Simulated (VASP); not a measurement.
# GeS (Pnma) in VASP: a series of runs

Runs on GeS. Level: PBE+D3(BJ). Tasks: single point, relaxation of shape and atoms at fixed volume.

All numbers are computed with VASP 6.6.1; they aren't measurements. Logs are shortened: lines on timing, memory, paths and dates and some standing lists are left out, and cuts for length are marked.

**1. The cell of the first run**

It takes space group Pnma (No. 62, orthorhombic). The conventional cell has a = 10.155 Å, b = 3.649 Å, c = 4.058 Å, α = 90.00°, β = 90.00°, γ = 90.00°. Ge (site symmetry m) has 6 S at 2.44 to 3.08 Å and 2 Ge at 3.13 Å within 3.2 Å. S (site symmetry m) has 6 Ge at 2.44 to 3.08 Å within 3.2 Å.

**2. Single point, PBE+D3(BJ) (18.80 Å³/atom)**

Contents of INCAR:

```
PREC = Accurate
ENCUT = 500
EDIFF = 1E-6
ISMEAR = 0
SIGMA = 0.02
LREAL = False
LASPH = True
NELM = 120
ALGO = Normal
ISIF = 2
LWAVE = False
LCHARG = False
GGA = PE
IVDW = 12
NBANDS = 50
GGA_COMPAT = False
```

Contents of KPOINTS:

```
Automatic mesh
0
Gamma
  4 8 6
```

Contents of POSCAR:

```
GeS
1.0
   10.1550494253      0.0000000000      0.0000000000
    0.0000000000      3.6486012530      0.0000000000
    0.0000000000      0.0000000000      4.0583675290
Ge S
4 4
Direct
    0.1164884632      0.2500000000      0.1148433317
    0.3835115368      0.7500000000      0.6148433317
    0.6164884632      0.2500000000      0.3851566683
    0.8835115368      0.7500000000      0.8851566683
    0.8535545139      0.2500000000      0.4917143811
    0.6464454861      0.7500000000     -0.0082856189
    0.3535545139      0.2500000000      1.0082856189
    0.1464454861      0.7500000000      0.5082856189
```

Potentials or basis: VASP PAW PBE potentials, release 64 (Ge_d, S).

Run with:

```console
$ cat potpaw_PBE.64/Ge_d/POTCAR potpaw_PBE.64/S/POTCAR > POTCAR
$ mpirun -np 1 vasp_std > vasp.out
```

OUTCAR:

```text
PREC = Accurate
   ENCUT = 500
   EDIFF = 1E-6
   ISMEAR = 0
   LREAL = False
   LASPH = True
   NELM = 120
   ISIF = 2
   GGA = PE
   IVDW = 12
 IVDW          = 12

 ion  position               nearest neighbor table
   1  0.116  0.250  0.115-   8 2.44   8 2.44   7 2.45
   2  0.384  0.750  0.615-   7 2.44   7 2.44   8 2.45
   3  0.616  0.250  0.385-   6 2.44   6 2.44   5 2.45
   4  0.884  0.750  0.885-   5 2.44   5 2.44   6 2.45
   5  0.854  0.250  0.492-   4 2.44   4 2.44   3 2.45
   6  0.646  0.750  0.992-   3 2.44   3 2.44   4 2.45
   7  0.354  0.250  0.008-   2 2.44   2 2.44   1 2.45
   8  0.146  0.750  0.508-   1 2.44   1 2.44   2 2.45

  LATTYP: Found a simple orthorhombic cell.
 ALAT       =     3.6486012530
 B/A-ratio  =     1.1123077716
 C/A-ratio  =     2.7832719229

  Lattice vectors:

 A1 = (   0.0000000000,   3.6486012530,   0.0000000000)
 A2 = (   0.0000000000,   0.0000000000,   4.0583675290)
 A3 = (  10.1550494253,   0.0000000000,   0.0000000000)

Analysis of symmetry for initial positions (statically):
=====================================================================
 Subroutine PRICEL returns:
 Original cell was already a primitive cell.

 Routine SETGRP: Setting up the symmetry group for a
 simple orthorhombic supercell.

 Subroutine GETGRP returns: Found  8 space group operations
 (whereof  2 operations were pure point group operations)
 out of a pool of  8 trial point group operations.

The static configuration has the point symmetry S_2 .
 The point group associated with its full space group is D_2h.

Analysis of symmetry for dynamics (positions and initial velocities):
=====================================================================
 Subroutine PRICEL returns:
 Original cell was already a primitive cell.

 Routine SETGRP: Setting up the symmetry group for a
 simple orthorhombic supercell.

 Subroutine GETGRP returns: Found  8 space group operations
 (whereof  2 operations were pure point group operations)
 out of a pool of  8 trial point group operations.

The dynamic configuration has the point symmetry S_2 .
 The point group associated with its full space group is D_2h.

 Subroutine INISYM returns: Found  8 space group operations
 (whereof  2 operations are pure point group operations),
 and found     1 'primitive' translations

----------------------------------------------------------------------------------------

                                     Primitive cell

  volume of cell :     150.3695

  direct lattice vectors                    reciprocal lattice vectors
    10.155049425  0.000000000  0.000000000     0.098473179  0.000000000  0.000000000
     0.000000000  3.648601253  0.000000000     0.000000000  0.274077634  0.000000000
     0.000000000  0.000000000  4.058367529     0.000000000  0.000000000  0.246404495

  length of vectors
    10.155049425  3.648601253  4.058367529     0.098473179  0.274077634  0.246404495

  position of ions in fractional coordinates (direct lattice)
     0.116488463  0.250000000  0.114843332
     0.383511537  0.750000000  0.614843332
     0.616488463  0.250000000  0.385156668
     0.883511537  0.750000000  0.885156668
     0.853554514  0.250000000  0.491714381
     0.646445486  0.750000000  0.991714381
     0.353554514  0.250000000  0.008285619
     0.146445486  0.750000000  0.508285619

  ion indices of the primitive-cell ions
   primitive index   ion index
                 1           1
                 2           2
                 3           3
                 4           4
                 5           5
                 6           6
                 7           7
                 8           8

----------------------------------------------------------------------------------------

 KPOINTS: Automatic mesh

Automatic generation of k-mesh.
 Grid dimensions read from file:
 generate k-points for:    4    8    6

 Generating k-lattice:

  Cartesian coordinates                     Fractional coordinates (reciprocal lattice)
     0.024618295  0.000000000  0.000000000     0.250000000  0.000000000  0.000000000
     0.000000000  0.034259704  0.000000000     0.000000000  0.125000000  0.000000000
     0.000000000  0.000000000  0.041067416     0.000000000  0.000000000  0.166666667

  Length of vectors
     0.024618295  0.034259704  0.041067416

  Shift w.r.t. Gamma in fractional coordinates (k-lattice)
     0.000000000  0.000000000  0.000000000

 Subroutine IBZKPT returns following result:
 ===========================================

 Found     60 irreducible k-points:

 Following reciprocal coordinates:
            Coordinates               Weight
  0.000000  0.000000  0.000000      1.000000
  0.250000  0.000000  0.000000      2.000000
  0.500000  0.000000  0.000000      1.000000
  0.000000  0.125000  0.000000      2.000000
  0.250000  0.125000  0.000000      4.000000
  0.500000  0.125000  0.000000      2.000000
[... 16 lines left out ...]
  0.250000  0.250000  0.166667      8.000000
  0.500000  0.250000  0.166667      4.000000
 [... further k-points ...]
   k-points           NKPTS =     60   k-points in BZ     NKDIM =     60   number of bands    NBANDS=     50
   number of dos      NEDOS =    301   number of ions     NIONS =      8
   total plane-waves  NPLWV =  67200
   dimension x,y,z NGX =    80 NGY =   28 NGZ =   30
   dimension x,y,z NGXF=   160 NGYF=   56 NGZF=   60
   ions per type =               4   4
   NGX,Y,Z   is equivalent  to a cutoff of  13.10, 12.76, 12.29 a.u.
   NGXF,Y,Z  is equivalent  to a cutoff of  26.19, 25.52, 24.58 a.u.
 SYSTEM =  unknown system
   PREC   = accura    normal or accurate (medium, high low for compatibility)
   ISTART =      0    job   : 0-new  1-cont  2-samecut
   ICHARG =      2    charge: 1-file 2-atom 10-const
   ISPIN  =      1    spin polarized calculation?
   LNONCOLLINEAR =      F non collinear calculations
   LSORBIT =      F    spin-orbit coupling
   LASPH  =      T    aspherical Exc in radial PAW
   ENCUT  =  500.0 eV  36.75 Ry    6.06 a.u.  18.51  6.65  7.40*2*pi/ulx,y,z
   NELM   =    120;   NELMIN=  2; NELMDL= -5     # of ELM steps
   EDIFF  = 0.1E-05   stopping-criterion for ELM
   LREAL  =      F    real-space projection
   EDIFFG = 0.1E-04   stopping-criterion for IOM
   NSW    =      0    number of steps for IOM
   IBRION =     -1    ionic relax: 0-MD 1-quasi-New 2-CG
   NFREE  =      0    steps in history (QN), initial steepest desc. (CG)
   ISIF   =      2    stress and relaxation
   ISYM   =      2    0-nonsym 1-usesym 2-fastsym
   POTIM  = 0.5000    time-step for ionic-motion
   TEBEG  =    0.0;   TEEND  =   0.0 temperature during run
   PSTRESS=    0.0 pullay stress
   NELECT =      80.0000    total number of electrons
   NUPDOWN=      -1.0000    fix difference up-down
   EMIN   =  10.00;   EMAX   =-10.00  energy-range for DOS
   EFERMI =   0.00;   METHOD = LEGACY
   ISMEAR =     0;   SIGMA  =   0.02  broadening in eV -4-tet -1-fermi 0-gaus
   EFERMI_NEDOS =   21; number of points for ismear=-14 and -15
   IALGO  =     38    algorithm
   IMIX   =      4    mixing-type and parameters
     AMIX     =   0.40;   BMIX     =  1.00
     AMIX_MAG =   1.60;   BMIX_MAG =  1.00
  volume/ion in A,a.u.               =      18.80       126.84
  Fermi-wavevector in a.u.,A,eV,Ry     =   1.326533  2.506785 23.942051  1.759691
  Thomas-Fermi vector in A             =   2.455913
   LORBIT       =      0    0 simple, 1 ext, 2 COOP (PROOUT), +10 PAW based schemes
   GGA     = PE    functional components
   LHFCALC =     F    Hartree Fock is set to
   AEXX    =    0.0000 exact exchange contribution
   IVDW    =    12    specifies the selected vdW correction
   LEPSILON=     F    determine dielectric tensor
   LRPA    =     F    only Hartree local field effects (RPA)
 non-spin polarized calculation
 Gauss-broadening in eV      SIGMA  =   0.02
  energy-cutoff  :      500.00
  volume of cell :      150.37
 maximum number of plane-waves:      3846
 NGX is ok and might be reduce to    80
   NGX = 37   NGY = 13   NGZ = 15

 number of electron      80.0000035 magnetization

 Free energy of the ion-electron system (eV)
  ---------------------------------------------------
  ext. energy  EPLUGINS =         0.00000000
  ---------------------------------------------------
  free energy    TOTEN  =       -36.31097555 eV

  energy without entropy =      -36.31097555  energy(sigma->0) =      -36.31097555

 E-fermi :   6.1745     XC(G=0): -10.5980

 val. band max:        6.0933258317   @ k =   0.0000   0.0000   0.3333
 cond. band min:       6.7759393831   @ k =   0.0000   0.0000   0.0000
 fundamental gap:      0.6826135514
 Fermi energy:         6.1745187765

 k-point     1 :       0.0000    0.0000    0.0000
  band No.  band energies     occupation
      1     -18.5109      2.00000
      2     -18.5035      2.00000
      3     -18.5018      2.00000
      4     -18.4973      2.00000
      5     -18.4973      2.00000
      6     -18.4953      2.00000
[... 42 lines left out ...]
     49      11.3094      0.00000
     50      11.9732      0.00000

 k-point     2 :       0.2500    0.0000    0.0000
  band No.  band energies     occupation
      1     -18.5101      2.00000
      2     -18.5054      2.00000
      3     -18.5004      2.00000
      4     -18.4977      2.00000
      5     -18.4971      2.00000
      6     -18.4958      2.00000
[... 42 lines left out ...]
     49      11.8246      0.00000
     50      12.0039      0.00000

 k-point     3 :       0.5000    0.0000    0.0000
  band No.  band energies     occupation
      1     -18.5081      2.00000
      2     -18.5081      2.00000
      3     -18.4988      2.00000
      4     -18.4988      2.00000
      5     -18.4966      2.00000
      6     -18.4966      2.00000
[... 1102 lines left out ...]
     49      10.6493      0.00000
     50      11.4323      0.00000

 k-point    24 :       0.5000    0.2500    0.1667
  band No.  band energies     occupation
      1     -18.5033      2.00000
      2     -18.5033      2.00000
      3     -18.4990      2.00000
      4     -18.4990      2.00000
      5     -18.4965      2.00000
      6     -18.4965      2.00000
[... 42 lines left out ...]
     49      10.8260      0.00000
     50      10.8260      0.00000

 [... further k-points ...]

------------------------ aborting loop because EDIFF is reached ----------------------------------------

 Edisp (eV)   -2.73083

 E8    (eV) :    -1.1066

  FORCE on cell =-STRESS in cart. coord.  units (eV):
  Direction    XX          YY          ZZ          XY          YZ          ZX
  --------------------------------------------------------------------------------------
  -------------------------------------------------------------------------------------
  Total       2.28238     2.34698     2.34744     0.00000     0.00000     0.00000
  in kB      24.31861    25.00694    25.01182     0.00000     0.00000     0.00000
  external pressure =       24.78 kB  Pullay stress =        0.00 kB

 VOLUME and BASIS-vectors are now :
 -----------------------------------------------------------------------------
  energy-cutoff  :      500.00
  volume of cell :      150.37
      direct lattice vectors                 reciprocal lattice vectors
    10.155049425  0.000000000  0.000000000     0.098473179  0.000000000  0.000000000
     0.000000000  3.648601253  0.000000000     0.000000000  0.274077634  0.000000000
     0.000000000  0.000000000  4.058367529     0.000000000  0.000000000  0.246404495

 POSITION                                       TOTAL-FORCE (eV/Angst)
 -----------------------------------------------------------------------------------
      1.18295      0.91215      0.46608         0.009652      0.000000     -0.007423
      3.89458      2.73645      2.49526        -0.009652     -0.000000     -0.007423
      6.26047      0.91215      1.56311         0.009652      0.000000      0.007423
      8.97210      2.73645      3.59229        -0.009652      0.000000      0.007423
      8.66789      0.91215      1.99556         0.003344      0.000000     -0.004377
      6.56469      2.73645      4.02474        -0.003344      0.000000     -0.004377
      3.59036      0.91215      0.03363         0.003344      0.000000      0.004377
      1.48716      2.73645      2.06281        -0.003344      0.000000      0.004377
 -----------------------------------------------------------------------------------
    total drift:                                0.000000      0.000000     -0.000000

  FREE ENERGIE OF THE ION-ELECTRON SYSTEM (eV)
  ---------------------------------------------------
  free  energy   TOTEN  =       -39.0418028571 eV

  energy  without entropy=      -39.0418028571  energy(sigma->0) =      -39.04180286
```

Run time: 8.6 min. Hardware: 1 thread of Oxide Virtual Turin-like, shared host; peak memory 0.42 GiB.

What came out:

| Property | Result |
| --- | --- |
| Free energy | -39.0418 eV |
| Pressure | 2.5 GPa |
| Largest force | 0.012 eV/Å |
| Band gap on the k mesh | 0.68 eV (least direct gap 1.05 eV) |
| Dispersion energy per atom | -0.341 eV |

Forces in eV/Å, atoms in the order of the input:
```
Ge   0.010  0.000 -0.007
Ge  -0.010  0.000 -0.007
Ge   0.010  0.000  0.007
Ge  -0.010  0.000  0.007
S    0.003  0.000 -0.004
S   -0.003  0.000 -0.004
S    0.003  0.000  0.004
S   -0.003  0.000  0.004
```

(Part 1 of 2 ends here.)
